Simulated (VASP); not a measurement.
# SrO (Fm-3m) in VASP: a series of runs, part 2 of 2

VASP 6.6.1. Earlier steps stand in the parts before.

## 3. Single point, PBE-based screened hybrid with 15 % exact exchange

Contents of POSCAR:

```
SrO
1.0
    0.0000000000      2.5798923266      2.5798923266
    2.5798923266      0.0000000000      2.5798923266
    2.5798923266      2.5798923266      0.0000000000
Sr O
1 1
Direct
    0.0000000000      0.0000000000      0.0000000000
    0.5000000000      0.5000000000      0.5000000000
```

Contents of INCAR.step1:

```
SYSTEM = SrO
  PREC = Accurate
  ENCUT = 520
  EDIFF = 1E-5
  ISMEAR = 0
  SIGMA = 0.01
  LREAL = .False.
  LASPH = .True.
  NELM = 80
  ALGO = Normal
  ISIF = 2
  LWAVE = .True.
  LCHARG = .False.
  GGA = PE
  NBANDS = 15
```

Contents of INCAR.step2:

```
SYSTEM = SrO
  PREC = Accurate
  ENCUT = 520
  EDIFF = 1E-6
  ISMEAR = 0
  SIGMA = 0.01
  LREAL = .False.
  LASPH = .True.
  NELM = 80
  ALGO = Normal
  ISIF = 2
  LWAVE = .False.
  LCHARG = .False.
  GGA = PE
  LHFCALC = .True.
  AEXX = 0.15
  HFSCREEN = 0.5
  PRECFOCK = Normal
  ISTART = 1
  NBANDS = 15
```

Contents of KPOINTS:

```
regular mesh
0
Gamma
  4 4 4
  0 0 0
```

Potentials or basis: VASP PAW PBE potentials, release 64 (Sr_sv, O).

Run with:

```console
$ cat potpaw_PBE.64/Sr_sv/POTCAR potpaw_PBE.64/O/POTCAR > POTCAR
$ cp INCAR.step1 INCAR
$ mpirun -np 1 vasp_std > vasp.out
$ cp INCAR.step2 INCAR
$ mpirun -np 1 vasp_std > vasp.out
```

OUTCAR:

```text
SYSTEM = SrO
   PREC = Accurate
   ENCUT = 520
   EDIFF = 1E-6
   ISMEAR = 0
   LREAL = .False.
   LASPH = .True.
   NELM = 80
   ISIF = 2
   GGA = PE
   LHFCALC = .True.
   AEXX = 0.15
   HFSCREEN = 0.5
   PRECFOCK = Normal
   ISTART = 1

 ion  position               nearest neighbor table
   1  0.000  0.000  0.000-   2 2.58   2 2.58   2 2.58   2 2.58   2 2.58   2 2.58
   2  0.500  0.500  0.500-   1 2.58   1 2.58   1 2.58   1 2.58   1 2.58   1 2.58

  LATTYP: Found a face centered cubic cell.
 ALAT       =     5.1597846532

  Lattice vectors:

 A1 = (   0.0000000000,   2.5798923266,   2.5798923266)
 A2 = (   2.5798923266,   0.0000000000,   2.5798923266)
 A3 = (   2.5798923266,   2.5798923266,   0.0000000000)

Analysis of symmetry for initial positions (statically):
=====================================================================
 Subroutine PRICEL returns:
 Original cell was already a primitive cell.

 Routine SETGRP: Setting up the symmetry group for a
 face centered cubic supercell.

 Subroutine GETGRP returns: Found 48 space group operations
 (whereof 48 operations were pure point group operations)
 out of a pool of 48 trial point group operations.

The static configuration has the point symmetry O_h .

Analysis of symmetry for dynamics (positions and initial velocities):
=====================================================================
 Subroutine PRICEL returns:
 Original cell was already a primitive cell.

 Routine SETGRP: Setting up the symmetry group for a
 face centered cubic supercell.

 Subroutine GETGRP returns: Found 48 space group operations
 (whereof 48 operations were pure point group operations)
 out of a pool of 48 trial point group operations.

The dynamic configuration has the point symmetry O_h .

 Subroutine INISYM returns: Found 48 space group operations
 (whereof 48 operations are pure point group operations),
 and found     1 'primitive' translations
[... 112 lines left out ...]
   HFSCREENC=   0.5000 screening length for correlation (either q_TF or 0.3 A-1)
   ENCUTFOCK=  -1.0 apply spherical cutoff to Coloumb kernel
   IVDW    =     0    specifies the selected vdW correction
   LEPSILON=     F    determine dielectric tensor
   LRPA    =     F    only Hartree local field effects (RPA)
 non-spin polarized calculation
 Gauss-broadening in eV      SIGMA  =   0.01
  energy-cutoff  :      520.00
  volume of cell :       34.34
 maximum number of plane-waves:       941
  NGX = 24; NGY = 24; NGZ = 24

 number of electron      15.9999998 magnetization

 Free energy of the ion-electron system (eV)
  ---------------------------------------------------
  ext. energy  EPLUGINS =         0.00000000
  ---------------------------------------------------
  free energy    TOTEN  =       -12.89079551 eV

  energy without entropy =      -12.89079551  energy(sigma->0) =      -12.89079551

 E-fermi :   1.2794     XC(G=0):  -9.1739

 val. band max:        1.2233639067   @ k =   0.0000   0.0000   0.0000
 cond. band min:       4.9834829644   @ k =   0.5000   0.5000   0.0000
 fundamental gap:      3.7601190577
 Fermi energy:         1.2793636130

 k-point     1 :       0.0000    0.0000    0.0000
  band No.  band energies     occupation
      1     -32.2303      2.00000
      2     -14.6314      2.00000
      3     -13.1765      2.00000
      4     -13.1765      2.00000
      5     -13.1765      2.00000
      6       1.2234      2.00000
      7       1.2234      2.00000
      8       1.2234      2.00000
      9       5.6459      0.00000
     10       7.9662      0.00000
     11       7.9662      0.00000
     12       7.9662      0.00000
     13      10.1536      0.00000
     14      10.1536      0.00000
[... 113 lines left out ...]
      2     -15.2011      2.00000
      3     -13.8340      2.00000
      4     -13.8340      2.00000
      5     -12.6933      2.00000
      6       0.0945      2.00000
      7       0.7800      2.00000
      8       0.7800      2.00000
      9       7.7556      0.00000
     10       7.7556      0.00000
     11      10.3915      0.00000
     12      12.9404      0.00000
     13      13.1842      0.00000
     14      14.5543      0.00000
     15      16.4681      0.00000

------------------------ aborting loop because EDIFF is reached ----------------------------------------

  FORCE on cell =-STRESS in cart. coord.  units (eV):
  Direction    XX          YY          ZZ          XY          YZ          ZX
  --------------------------------------------------------------------------------------
  -------------------------------------------------------------------------------------
  Total        0.2647435      0.2647435      0.2647435      0.0000000     -0.0000000      0.0000000
  in kB       12.3509736     12.3509736     12.3509736      0.0000000     -0.0000000      0.0000000
  external PRESSURE =      12.3509736 kB  Pullay stress =       0.0000000 kB

 VOLUME and BASIS-vectors are now :
 -----------------------------------------------------------------------------
  energy-cutoff  :      520.00
  volume of cell :       34.34
      direct lattice vectors                 reciprocal lattice vectors
     0.000000000  2.579892327  2.579892327    -0.193806538  0.193806538  0.193806538
     2.579892327  0.000000000  2.579892327     0.193806538 -0.193806538  0.193806538
     2.579892327  2.579892327  0.000000000     0.193806538  0.193806538 -0.193806538

 POSITION                                       TOTAL-FORCE (eV/Angst)
 -----------------------------------------------------------------------------------
      0.00000      0.00000      0.00000         0.000000      0.000000      0.000000
      2.57989      2.57989      2.57989         0.000000      0.000000      0.000000
 -----------------------------------------------------------------------------------
    total drift:                                0.000000      0.000000      0.000000

  FREE ENERGIE OF THE ION-ELECTRON SYSTEM (eV)
  ---------------------------------------------------
  free  energy   TOTEN  =       -12.8907955069 eV

  energy  without entropy=      -12.8907955069  energy(sigma->0) =      -12.89079551
```

OSZICAR.step1:

```text
N       E                     dE             d eps       ncg     rms          rms(c)
DAV:   1     0.716369392235E+02    0.71637E+02   -0.83381E+03   240   0.103E+03
DAV:   2    -0.106932615738E+02   -0.82330E+02   -0.77604E+02   338   0.224E+02
DAV:   3    -0.141918132452E+02   -0.34986E+01   -0.34897E+01   284   0.408E+01
DAV:   4    -0.142466438603E+02   -0.54831E-01   -0.54802E-01   319   0.507E+00
DAV:   5    -0.142487187927E+02   -0.20749E-02   -0.20749E-02   298   0.712E-01    0.161E+01
DAV:   6    -0.121929494069E+02    0.20558E+01   -0.67450E+00   240   0.193E+01    0.190E+01
DAV:   7    -0.120532558428E+02    0.13969E+00   -0.31081E-01   268   0.481E+00    0.111E+01
DAV:   8    -0.120423542470E+02    0.10902E-01   -0.11693E-01   275   0.340E+00    0.397E-01
DAV:   9    -0.120436868853E+02   -0.13326E-02   -0.57635E-03   313   0.473E-01    0.230E-01
DAV:  10    -0.120441639707E+02   -0.47709E-03   -0.43796E-04   254   0.195E-01    0.948E-02
DAV:  11    -0.120443212484E+02   -0.15728E-03   -0.15567E-04   254   0.909E-02    0.290E-02
DAV:  12    -0.120443383098E+02   -0.17061E-04   -0.27490E-05   246   0.382E-02    0.317E-02
DAV:  13    -0.120443384134E+02   -0.10366E-06   -0.17005E-06   204   0.118E-02
   1 F= -.12044338E+02 E0= -.12044338E+02  d E =-.124740-128
```

Wall time 9.7 min (1 thread of AMD EPYC 7R13, shared host); peak memory 0.24 GiB.

Results:

| Quantity | Value |
| --- | --- |
| Free energy | -12.8908 eV |
| Pressure | 1.2 GPa |
| Band gap on the k mesh | 3.76 eV (least direct gap 3.86 eV) |

Levels at points of the mesh, in eV from the valence-band top:
```tsv
k point	band 4	band 5	band 6	band 7	band 8	band 9	band 10	band 11	band 12	band 13
(0.00, 0.00, 0.00)	-14.40	-14.40	0.00	0.00	0.00	4.42	6.74	6.74	6.74	8.93
(0.50, 0.00, 0.00)	-14.48	-13.35	-2.15	-1.13	-1.13	7.07	8.90	9.43	9.43	12.55
(0.50, 0.50, 0.00)	-14.76	-14.76	-0.45	-0.10	-0.10	3.76	8.33	10.76	10.91	11.70
```

Caveat: the k points lie up to 0.53 Å⁻¹ apart; the PAW data sets were made with another functional, which shifts forces and pressure a little.

## 4. Single point, HSE06

POSCAR is that of step 3.

Contents of INCAR.step1:

```
  PREC = Accurate
  ENCUT = 520
  EDIFF = 1E-5
  ISMEAR = -1
  SIGMA = 0.05
  LREAL = False
  LASPH = True
  NELM = 100
  ALGO = Normal
  ISIF = 2
  LWAVE = True
  LCHARG = False
  GGA = PE
  NBANDS = 15
```

Contents of INCAR.step2:

```
  PREC = Accurate
  ENCUT = 520
  EDIFF = 1E-6
  ISMEAR = -1
  SIGMA = 0.05
  LREAL = False
  LASPH = True
  NELM = 100
  ALGO = Normal
  ISIF = 2
  LWAVE = False
  LCHARG = False
  GGA = PE
  LHFCALC = True
  HFSCREEN = 0.2079
  PRECFOCK = Normal
  ISTART = 1
  NBANDS = 15
```

Contents of KPOINTS:

```
Automatic mesh
0
Gamma
  4 4 4
```

Potentials or basis: VASP PAW PBE potentials, release 64 (Sr_sv, O).

Run with:

```console
$ cat potpaw_PBE.64/Sr_sv/POTCAR potpaw_PBE.64/O/POTCAR > POTCAR
$ cp INCAR.step1 INCAR
$ mpirun -np 1 vasp_std > vasp.out
$ cp INCAR.step2 INCAR
$ mpirun -np 1 vasp_std > vasp.out
```

OUTCAR:

```text
PREC = Accurate
   ENCUT = 520
   EDIFF = 1E-6
   ISMEAR = -1
   LREAL = False
   LASPH = True
   NELM = 100
   ISIF = 2
   GGA = PE
   LHFCALC = True
   HFSCREEN = 0.2079
   PRECFOCK = Normal
   ISTART = 1

 ion  position               nearest neighbor table
   1  0.000  0.000  0.000-   2 2.58   2 2.58   2 2.58   2 2.58   2 2.58   2 2.58
   2  0.500  0.500  0.500-   1 2.58   1 2.58   1 2.58   1 2.58   1 2.58   1 2.58

  LATTYP: Found a face centered cubic cell.
 ALAT       =     5.1597846532

  Lattice vectors:

 A1 = (   0.0000000000,   2.5798923266,   2.5798923266)
 A2 = (   2.5798923266,   0.0000000000,   2.5798923266)
 A3 = (   2.5798923266,   2.5798923266,   0.0000000000)

Analysis of symmetry for initial positions (statically):
=====================================================================
 Subroutine PRICEL returns:
 Original cell was already a primitive cell.

 Routine SETGRP: Setting up the symmetry group for a
 face centered cubic supercell.

 Subroutine GETGRP returns: Found 48 space group operations
 (whereof 48 operations were pure point group operations)
 out of a pool of 48 trial point group operations.

The static configuration has the point symmetry O_h .

Analysis of symmetry for dynamics (positions and initial velocities):
=====================================================================
 Subroutine PRICEL returns:
 Original cell was already a primitive cell.

 Routine SETGRP: Setting up the symmetry group for a
 face centered cubic supercell.

 Subroutine GETGRP returns: Found 48 space group operations
 (whereof 48 operations were pure point group operations)
 out of a pool of 48 trial point group operations.

The dynamic configuration has the point symmetry O_h .

 Subroutine INISYM returns: Found 48 space group operations
 (whereof 48 operations are pure point group operations),
 and found     1 'primitive' translations

----------------------------------------------------------------------------------------

                                     Primitive cell

  volume of cell :      34.3427

  direct lattice vectors                    reciprocal lattice vectors
     0.000000000  2.579892327  2.579892327    -0.193806538  0.193806538  0.193806538
     2.579892327  0.000000000  2.579892327     0.193806538 -0.193806538  0.193806538
     2.579892327  2.579892327  0.000000000     0.193806538  0.193806538 -0.193806538

  length of vectors
     3.648518718  3.648518718  3.648518718     0.335682770  0.335682770  0.335682770

  position of ions in fractional coordinates (direct lattice)
     0.000000000  0.000000000  0.000000000
     0.500000000  0.500000000  0.500000000

  ion indices of the primitive-cell ions
   primitive index   ion index
                 1           1
                 2           2

----------------------------------------------------------------------------------------
[... 36 lines left out ...]
   number of dos      NEDOS =    301   number of ions     NIONS =      2
   total plane-waves  NPLWV =  21952
   dimension x,y,z NGX =    28 NGY =   28 NGZ =   28
   dimension x,y,z NGXF=    56 NGYF=   56 NGZF=   56
   ions per type =               1   1
   NGX,Y,Z   is equivalent  to a cutoff of  12.76, 12.76, 12.76 a.u.
   NGXF,Y,Z  is equivalent  to a cutoff of  25.52, 25.52, 25.52 a.u.
 SYSTEM =  unknown system
   PREC   = accura    normal or accurate (medium, high low for compatibility)
   ISTART =      1    job   : 0-new  1-cont  2-samecut
   ICHARG =      0    charge: 1-file 2-atom 10-const
   ISPIN  =      1    spin polarized calculation?
   LNONCOLLINEAR =      F non collinear calculations
   LSORBIT =      F    spin-orbit coupling
   LASPH  =      T    aspherical Exc in radial PAW
   ENCUT  =  520.0 eV  38.22 Ry    6.18 a.u.   6.78  6.78  6.78*2*pi/ulx,y,z
   NELM   =    100;   NELMIN=  2; NELMDL=  0     # of ELM steps
   EDIFF  = 0.1E-05   stopping-criterion for ELM
   LREAL  =      F    real-space projection
   EDIFFG = 0.1E-04   stopping-criterion for IOM
   NSW    =      0    number of steps for IOM
   IBRION =     -1    ionic relax: 0-MD 1-quasi-New 2-CG
   NFREE  =      0    steps in history (QN), initial steepest desc. (CG)
   ISIF   =      2    stress and relaxation
   ISYM   =      3    0-nonsym 1-usesym 2-fastsym
   POTIM  = 0.5000    time-step for ionic-motion
   TEBEG  =    0.0;   TEEND  =   0.0 temperature during run
   PSTRESS=    0.0 pullay stress
   NELECT =      16.0000    total number of electrons
   NUPDOWN=      -1.0000    fix difference up-down
   EMIN   =  10.00;   EMAX   =-10.00  energy-range for DOS
   EFERMI =   0.00;   METHOD = LEGACY
   ISMEAR =    -1;   SIGMA  =   0.05  broadening in eV -4-tet -1-fermi 0-gaus
   EFERMI_NEDOS =   21; number of points for ismear=-14 and -15
   IALGO  =     38    algorithm
   IMIX   =      1    mixing-type and parameters
     AMIX     =   0.40;   BMIX     =  1.00
     AMIX_MAG =   1.60;   BMIX_MAG =  1.00
  volume/ion in A,a.u.               =      17.17       115.88
  Fermi-wavevector in a.u.,A,eV,Ry     =   1.269122  2.398292 21.914492  1.610670
  Thomas-Fermi vector in A             =   2.402180
   LORBIT       =      0    0 simple, 1 ext, 2 COOP (PROOUT), +10 PAW based schemes
   GGA     = PE    functional components
   LHFCALC =     T    Hartree Fock is set to
   PRECFOCK=normal    Normal, Fast or Accurate (Low or Medium for compatibility)
   ENCUT4O =  -1.0   cutoff for four orbital integrals eV
   NKREDX  =     1    reduce k-point grid by
   NKREDY  =     1    reduce k-point grid by
   NKREDZ  =     1    reduce k-point grid by
   AEXX    =    0.2500 exact exchange contribution
   HFSCREEN=    0.2079 screening length (either q_TF or 0.3 A-1)
   HFSCREENC=   0.2079 screening length for correlation (either q_TF or 0.3 A-1)
   ENCUTFOCK=  -1.0 apply spherical cutoff to Coloumb kernel
   IVDW    =     0    specifies the selected vdW correction
   LEPSILON=     F    determine dielectric tensor
   LRPA    =     F    only Hartree local field effects (RPA)
 non-spin polarized calculation
  energy-cutoff  :      520.00
  volume of cell :       34.34
 maximum number of plane-waves:       941
  NGX = 24; NGY = 24; NGZ = 24

 number of electron      15.9999998 magnetization

 Free energy of the ion-electron system (eV)
  ---------------------------------------------------
  ext. energy  EPLUGINS =         0.00000000
  ---------------------------------------------------
  free energy    TOTEN  =       -14.18159521 eV

  energy without entropy =      -14.18159521  energy(sigma->0) =      -14.18159521

 E-fermi :   1.7630     XC(G=0):  -8.2256

 val. band max:        0.5536963852   @ k =   0.0000   0.0000   0.0000
 cond. band min:       5.2967282472   @ k =   0.5000   0.5000   0.0000
 fundamental gap:      4.7430318620
 Fermi energy:         1.7630266711

 k-point     1 :       0.0000    0.0000    0.0000
  band No.  band energies     occupation
      1     -33.8166      2.00000
      2     -15.9939      2.00000
      3     -14.1767      2.00000
      4     -14.1767      2.00000
      5     -14.1767      2.00000
      6       0.5537      2.00000
      7       0.5537      2.00000
      8       0.5537      2.00000
      9       5.9430      0.00000
     10       8.3971      0.00000
     11       8.3971      0.00000
     12       8.3971      0.00000
     13      10.6241      0.00000
     14      10.6241      0.00000
[... 113 lines left out ...]
      2     -16.5107      2.00000
      3     -14.8658      2.00000
      4     -14.8658      2.00000
      5     -13.7397      2.00000
      6      -0.6298      2.00000
      7       0.0812      2.00000
      8       0.0812      2.00000
      9       8.1566      0.00000
     10       8.1566      0.00000
     11      10.8985      0.00000
     12      13.5502      0.00000
     13      13.8027      0.00000
     14      15.0883      0.00000
     15      17.0405      0.00000

------------------------ aborting loop because EDIFF is reached ----------------------------------------

  FORCE on cell =-STRESS in cart. coord.  units (eV):
  Direction    XX          YY          ZZ          XY          YZ          ZX
  --------------------------------------------------------------------------------------
  -------------------------------------------------------------------------------------
  Total        0.0448637      0.0448637      0.0448637      0.0000000     -0.0000000      0.0000000
  in kB        2.0930067      2.0930067      2.0930067      0.0000000     -0.0000000      0.0000000
  external PRESSURE =       2.0930067 kB  Pullay stress =       0.0000000 kB

 VOLUME and BASIS-vectors are now :
 -----------------------------------------------------------------------------
  energy-cutoff  :      520.00
  volume of cell :       34.34
      direct lattice vectors                 reciprocal lattice vectors
     0.000000000  2.579892327  2.579892327    -0.193806538  0.193806538  0.193806538
     2.579892327  0.000000000  2.579892327     0.193806538 -0.193806538  0.193806538
     2.579892327  2.579892327  0.000000000     0.193806538  0.193806538 -0.193806538

 POSITION                                       TOTAL-FORCE (eV/Angst)
 -----------------------------------------------------------------------------------
      0.00000      0.00000      0.00000        -0.000000     -0.000000      0.000000
      2.57989      2.57989      2.57989         0.000000      0.000000      0.000000
 -----------------------------------------------------------------------------------
    total drift:                               -0.000001     -0.000001     -0.000001

  FREE ENERGIE OF THE ION-ELECTRON SYSTEM (eV)
  ---------------------------------------------------
  free  energy   TOTEN  =       -14.1815952131 eV

  energy  without entropy=      -14.1815952131  energy(sigma->0) =      -14.18159521
```

Wall time 11 min (1 thread of AMD EPYC 7R13, shared host); peak memory 0.24 GiB.

Results:

```
Free energy            : -14.1816 eV
Pressure               : 0.2 GPa
Band gap on the k mesh : 4.74 eV (least direct gap 4.85 eV)
```

Levels at points of the mesh, in eV from the valence-band top:
| k point | band 4 | band 5 | band 6 | band 7 | band 8 | band 9 | band 10 | band 11 | band 12 | band 13 |
| --- | --- | --- | --- | --- | --- | --- | --- | --- | --- | --- |
| (0.00, 0.00, 0.00) | -14.73 | -14.73 | 0.00 | 0.00 | 0.00 | 5.39 | 7.84 | 7.84 | 7.84 | 10.07 |
| (0.50, 0.00, 0.00) | -14.80 | -13.74 | -2.24 | -1.18 | -1.18 | 8.20 | 9.90 | 10.64 | 10.64 | 13.87 |
| (0.50, 0.50, 0.00) | -15.11 | -15.11 | -0.50 | -0.11 | -0.11 | 4.74 | 9.48 | 11.97 | 12.06 | 12.98 |

Caveat: the k points lie up to 0.53 Å⁻¹ apart; the PAW data sets were made with another functional, which shifts forces and pressure a little.

## 5. Summary

```tsv
level	smearing	share of exact exchange	screening parameter	gap on the mesh (eV)	pressure (GPa)
PBE-based screened hybrid with 30 % exact exchange	gaussian 0.01 eV	0.3	0.3 1/Å	4.75	-0.1
PBE-based screened hybrid with 15 % exact exchange	gaussian 0.01 eV	0.15	0.5 1/Å	3.76	1.2
HSE06	fermi-dirac 0.05 eV	0.25	0.2079 1/Å	4.74	0.2
```

Alike in all rows: task single point; potentials or basis VASP PAW PBE potentials, release 64 (Sr_sv, O); no spin polarisation; cell as given; k mesh 4 × 4 × 4; cutoff (eV) 520.

Caveats: all runs use coarse meshes; the PAW data sets were made with another functional, which shifts forces and pressure a little.

Total energies depend on the potentials used, so only differences within one code and one set of settings carry meaning.
